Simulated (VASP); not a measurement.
# Ge in VASP: single point with PBE

Aim: the single point of Ge with PBE.

Everything below comes from runs of VASP 6.6.1. Logs are shortened: lines on timing, memory, paths and dates and some standing lists are left out, and cuts for length are marked.

**1. The cell of the first run**

The typed cell holds 4 atoms: a = 3.799 Å, b = 3.923 Å, c = 5.402 Å, α = 94.59°, β = 87.53°, γ = 89.83°.

**2. Single point, PBE**

INCAR reads:

```
PREC     = Accurate       # precision mode
ENCUT    = 520            # plane-wave cutoff, eV
EDIFF    = 1E-6           # SCF threshold, eV
ISMEAR   = 0              # smearing method
SIGMA    = 0.2            # smearing width, eV
LREAL    = F              # projectors in reciprocal space
LASPH    = T              # aspherical terms in the spheres
NELM     = 100            # most SCF steps
ALGO     = Normal         # electronic algorithm
ISIF     = 2              # what is computed and relaxed
LWAVE    = F              # write WAVECAR
LCHARG   = F              # write CHGCAR
GGA      = PE             # functional
NBANDS   = 36             # bands
```

KPOINTS reads:

```
Automatic mesh
0
Gamma
  6 6 4
```

POSCAR reads:

```
Ge
1.0
    2.6911390720     -2.6795087282      0.0830304051
    2.7760842997      2.7671391494     -0.1557816768
   -0.0728057870     -0.2361120509      5.3962917226
Ge
4
Direct
    0.7501775230      0.2489381529     -0.0001850800
    0.7498428116      0.2510497005      0.5000851707
    0.2501686403      0.7489217981     -0.0000771496
    0.2498110251      0.7510903484      0.5001770589
```

Potentials or basis: VASP PAW PBE potentials, release 64 (Ge_d).

Started as:

```sh
cat potpaw_PBE.64/Ge_d/POTCAR > POTCAR
mpirun -np 1 vasp_std > vasp.out
```

OUTCAR:

```text
PREC = Accurate
   ENCUT = 520
   EDIFF = 1E-6
   ISMEAR = 0
   LREAL = F
   LASPH = T
   NELM = 100
   ISIF = 2
   GGA = PE

 ion  position               nearest neighbor table
   1  0.750  0.249  1.000-   2 2.70   2 2.70   3 2.73   3 2.73   3 2.73   3 2.73
   2  0.750  0.251  0.500-   1 2.70   1 2.70   4 2.73   4 2.73   4 2.73   4 2.73
   3  0.250  0.749  1.000-   4 2.70   4 2.70   1 2.73   1 2.73   1 2.73   1 2.73
   4  0.250  0.751  0.500-   3 2.70   3 2.70   2 2.73   2 2.73   2 2.73   2 2.73

  LATTYP: Found a triclinic cell.
 ALAT       =     6.4169119077
 B/A-ratio  =     0.6113143674
 C/A-ratio  =     0.5919573164
 COS(alpha) =     0.0029072969
 COS(beta)  =     0.0380765267
 COS(gamma) =     0.5439332675

  Lattice vectors:

 A1 = (  -2.7032785127,  -2.5310270985,  -5.2405100458)
 A2 = (  -2.7760842997,  -2.7671391494,   0.1557816768)
 A3 = (  -2.6911390720,   2.6795087282,  -0.0830304051)

Analysis of symmetry for initial positions (statically):
=====================================================================
 Subroutine PRICEL returns:
 Original cell was already a primitive cell.

 Routine SETGRP: Setting up the symmetry group for a
 triclinic supercell.

 Subroutine GETGRP returns: Found  1 space group operations
 (whereof  1 operations were pure point group operations)
 out of a pool of  2 trial point group operations.

The static configuration has the point symmetry C_1 .

Analysis of symmetry for dynamics (positions and initial velocities):
=====================================================================
 Subroutine PRICEL returns:
 Original cell was already a primitive cell.

 Routine SETGRP: Setting up the symmetry group for a
 triclinic supercell.

 Subroutine GETGRP returns: Found  1 space group operations
 (whereof  1 operations were pure point group operations)
 out of a pool of  2 trial point group operations.

The dynamic configuration has the point symmetry C_1 .

 Subroutine INISYM returns: Found  1 space group operations
 (whereof  1 operations are pure point group operations),
 and found     1 'primitive' translations

----------------------------------------------------------------------------------------

                                     Primitive cell

  volume of cell :      80.1583

  direct lattice vectors                    reciprocal lattice vectors
     2.691139072 -2.679508728  0.083030405     0.185826054 -0.186745619 -0.005663830
     2.776084300  2.767139149 -0.155781677     0.180141033  0.181243979  0.010360670
    -0.072805787 -0.236112051  5.396291723     0.002341137  0.008105576  0.185698684

  length of vectors
     3.798537953  3.922750444  5.401945385     0.263509634  0.255748930  0.185890243

  position of ions in fractional coordinates (direct lattice)
     0.750177523  0.248938153  0.999814920
     0.749842812  0.251049700  0.500085171
     0.250168640  0.748921798  0.999922850
     0.249811025  0.751090348  0.500177059

  ion indices of the primitive-cell ions
   primitive index   ion index
                 1           1
                 2           2
                 3           3
                 4           4

----------------------------------------------------------------------------------------

 KPOINTS: Automatic mesh

Automatic generation of k-mesh.
 Grid dimensions read from file:
 generate k-points for:    6    6    4

 Generating k-lattice:

  Cartesian coordinates                     Fractional coordinates (reciprocal lattice)
     0.030971009 -0.031124270 -0.000943972     0.166666667  0.000000000  0.000000000
     0.030023505  0.030207330  0.001726778    -0.000000000  0.166666667  0.000000000
     0.000585284  0.002026394  0.046424671     0.000000000  0.000000000  0.250000000

  Length of vectors
     0.043918272  0.042624822  0.046472561

  Shift w.r.t. Gamma in fractional coordinates (k-lattice)
     0.000000000  0.000000000  0.000000000

 Subroutine IBZKPT returns following result:
 ===========================================

 Found     76 irreducible k-points:

 Following reciprocal coordinates:
            Coordinates               Weight
  0.000000  0.000000  0.000000      1.000000
  0.166667 -0.000000  0.000000      2.000000
  0.333333  0.000000 -0.000000      2.000000
  0.500000  0.000000  0.000000      1.000000
 -0.000000  0.166667 -0.000000      2.000000
  0.166667  0.166667  0.000000      2.000000
[... 16 lines left out ...]
  0.333333  0.000000  0.250000      2.000000
  0.500000  0.000000  0.250000      2.000000
 [... further k-points ...]
   k-points           NKPTS =     76   k-points in BZ     NKDIM =     76   number of bands    NBANDS=     36
   number of dos      NEDOS =    301   number of ions     NIONS =      4
   total plane-waves  NPLWV =  33600
   dimension x,y,z NGX =    28 NGY =   30 NGZ =   40
   dimension x,y,z NGXF=    56 NGYF=   60 NGZF=   80
   ions per type =               4
   NGX,Y,Z   is equivalent  to a cutoff of  12.25, 12.71, 12.31 a.u.
   NGXF,Y,Z  is equivalent  to a cutoff of  24.51, 25.43, 24.62 a.u.
 SYSTEM =  unknown system
   PREC   = accura    normal or accurate (medium, high low for compatibility)
   ISTART =      0    job   : 0-new  1-cont  2-samecut
   ICHARG =      2    charge: 1-file 2-atom 10-const
   ISPIN  =      1    spin polarized calculation?
   LNONCOLLINEAR =      F non collinear calculations
   LSORBIT =      F    spin-orbit coupling
   LASPH  =      T    aspherical Exc in radial PAW
   ENCUT  =  520.0 eV  38.22 Ry    6.18 a.u.   7.06  7.29 10.04*2*pi/ulx,y,z
   NELM   =    100;   NELMIN=  2; NELMDL= -5     # of ELM steps
   EDIFF  = 0.1E-05   stopping-criterion for ELM
   LREAL  =      F    real-space projection
[... 7 lines left out ...]
   TEBEG  =    0.0;   TEEND  =   0.0 temperature during run
   PSTRESS=    0.0 pullay stress
   NELECT =      56.0000    total number of electrons
   NUPDOWN=      -1.0000    fix difference up-down
   EMIN   =  10.00;   EMAX   =-10.00  energy-range for DOS
   EFERMI =   0.00;   METHOD = LEGACY
   ISMEAR =     0;   SIGMA  =   0.20  broadening in eV -4-tet -1-fermi 0-gaus
   EFERMI_NEDOS =   21; number of points for ismear=-14 and -15
   IALGO  =     38    algorithm
   IMIX   =      4    mixing-type and parameters
     AMIX     =   0.40;   BMIX     =  1.00
     AMIX_MAG =   1.60;   BMIX_MAG =  1.00
  volume/ion in A,a.u.               =      20.04       135.23
  Fermi-wavevector in a.u.,A,eV,Ry     =   1.452629  2.745070 28.710061  2.110130
  Thomas-Fermi vector in A             =   2.569989
   LORBIT       =      0    0 simple, 1 ext, 2 COOP (PROOUT), +10 PAW based schemes
   GGA     = PE    functional components
   LHFCALC =     F    Hartree Fock is set to
   AEXX    =    0.0000 exact exchange contribution
   IVDW    =     0    specifies the selected vdW correction
   LEPSILON=     F    determine dielectric tensor
   LRPA    =     F    only Hartree local field effects (RPA)
 non-spin polarized calculation
 Gauss-broadening in eV      SIGMA  =   0.20
  energy-cutoff  :      520.00
  volume of cell :       80.16
 maximum number of plane-waves:      2189
   NGX = 15   NGY = 15   NGZ = 21

 number of electron      55.9999991 magnetization

 Free energy of the ion-electron system (eV)
  ---------------------------------------------------
  ext. energy  EPLUGINS =         0.00000000
  ---------------------------------------------------
  free energy    TOTEN  =       -17.01255850 eV

  energy without entropy =      -16.97322179  energy(sigma->0) =      -16.99289014

 E-fermi :   5.8331     XC(G=0): -10.8837

 val. band max:        5.8199888387   @ k =  -0.3333   0.1667   0.5000
 cond. band min:       5.8506409866   @ k =   0.0000   0.0000   0.2500
 fundamental gap:      0.0306521479
 Fermi energy:         5.8331380125

 k-point     1 :       0.0000    0.0000    0.0000
  band No.  band energies     occupation
      1     -18.8048      2.00000
      2     -18.7993      2.00000
      3     -18.7860      2.00000
      4     -18.7195      2.00000
      5     -18.7090      2.00000
      6     -18.7058      2.00000
[... 28 lines left out ...]
     35      12.9064      0.00000
     36      12.9497      0.00000

 k-point     2 :       0.1667   -0.0000    0.0000
  band No.  band energies     occupation
      1     -18.7976      2.00000
      2     -18.7809      2.00000
      3     -18.7679      2.00000
      4     -18.7181      2.00000
      5     -18.7042      2.00000
      6     -18.7021      2.00000
[... 28 lines left out ...]
     35      12.8624      0.00000
     36      13.0272      0.00000

 k-point     3 :       0.3333    0.0000   -0.0000
  band No.  band energies     occupation
      1     -18.7788      2.00000
      2     -18.7322      2.00000
      3     -18.7295      2.00000
      4     -18.7176      2.00000
      5     -18.6913      2.00000
      6     -18.6849      2.00000
[... 28 lines left out ...]
     35      12.8059      0.00000
     36      13.7619      0.00000

 k-point     4 :       0.5000    0.0000    0.0000
  band No.  band energies     occupation
      1     -18.7546      2.00000
      2     -18.7545      2.00000
      3     -18.6749      2.00000
      4     -18.6749      2.00000
      5     -18.6667      2.00000
      6     -18.6666      2.00000
[... 28 lines left out ...]
     35      14.0208      0.00000
     36      14.0214      0.00000

 k-point     5 :      -0.0000    0.1667   -0.0000
  band No.  band energies     occupation
      1     -18.7978      2.00000
      2     -18.7806      2.00000
      3     -18.7676      2.00000
      4     -18.7193      2.00000
      5     -18.7037      2.00000
      6     -18.7010      2.00000
[... 655 lines left out ...]
 k-point    22 :       0.1667   -0.0000    0.2500
  band No.  band energies     occupation
      1     -18.7792      2.00000
      2     -18.7697      2.00000
      3     -18.7683      2.00000
      4     -18.7041      2.00000
      5     -18.6936      2.00000
      6     -18.6899      2.00000
[... 28 lines left out ...]
     35      12.1820      0.00000
     36      13.0485      0.00000

 k-point    23 :       0.3333    0.0000    0.2500
  band No.  band energies     occupation
      1     -18.7487      2.00000
      2     -18.7279      2.00000
      3     -18.7193      2.00000
      4     -18.7010      2.00000
      5     -18.6800      2.00000
      6     -18.6743      2.00000
[... 28 lines left out ...]
     35      11.1472      0.00000
     36      12.8271      0.00000

 k-point    24 :       0.5000    0.0000    0.2500
  band No.  band energies     occupation
      1     -18.7243      2.00000
      2     -18.7231      2.00000
      3     -18.6654      2.00000
      4     -18.6643      2.00000
      5     -18.6580      2.00000
      6     -18.6570      2.00000
[... 28 lines left out ...]
     35      11.4713      0.00000
     36      12.3601      0.00000

 [... further k-points ...]
[... 5 lines left out ...]
  --------------------------------------------------------------------------------------
  -------------------------------------------------------------------------------------
  Total        0.0112653      0.0775794      0.0341764      0.0177240     -0.0158206      0.0119046
  in kB        0.2251676      1.5506296      0.6831066      0.3542621     -0.3162169      0.2379455
  external PRESSURE =       0.8196346 kB  Pullay stress =       0.0000000 kB

 VOLUME and BASIS-vectors are now :
 -----------------------------------------------------------------------------
  energy-cutoff  :      520.00
  volume of cell :       80.16
      direct lattice vectors                 reciprocal lattice vectors
     2.691139072 -2.679508728  0.083030405     0.185826054 -0.186745619 -0.005663830
     2.776084300  2.767139149 -0.155781677     0.180141033  0.181243979  0.010360670
    -0.072805787 -0.236112051  5.396291723     0.002341137  0.008105576  0.185698684

 POSITION                                       TOTAL-FORCE (eV/Angst)
 -----------------------------------------------------------------------------------
      2.63711     -1.55733      5.41880         0.000368      0.000123      0.002670
      2.67846     -1.43260      2.72176        -0.000518      0.000240     -0.002279
      2.67951      1.16595      5.29998         0.000705      0.000302      0.001917
      2.72095      1.29090      2.60284        -0.000555     -0.000665     -0.002308
 -----------------------------------------------------------------------------------
    total drift:                                0.000005     -0.000006     -0.000015

  FREE ENERGIE OF THE ION-ELECTRON SYSTEM (eV)
  ---------------------------------------------------
  free  energy   TOTEN  =       -17.0125584951 eV

  energy  without entropy=      -16.9732217939  energy(sigma->0) =      -16.99289014
```

Run time: 2.8 min. Hardware: 1 thread of Intel Xeon 8259CL, shared host; peak memory 0.28 GiB.

What came out:

```yaml
Free_energy: -17.0126 eV
Pressure: 0.1 GPa
Band_gap_on_the_k_mesh: zero (bands 28 and 29 overlap by 3.45 eV)
```

Forces on the atoms (eV/Å):
```
Ge   0.000  0.000  0.003
Ge  -0.001  0.000 -0.002
Ge   0.001  0.000  0.002
Ge  -0.001 -0.001 -0.002
```

The gap in the log of VASP goes by the Fermi energy; the results here count the filled bands.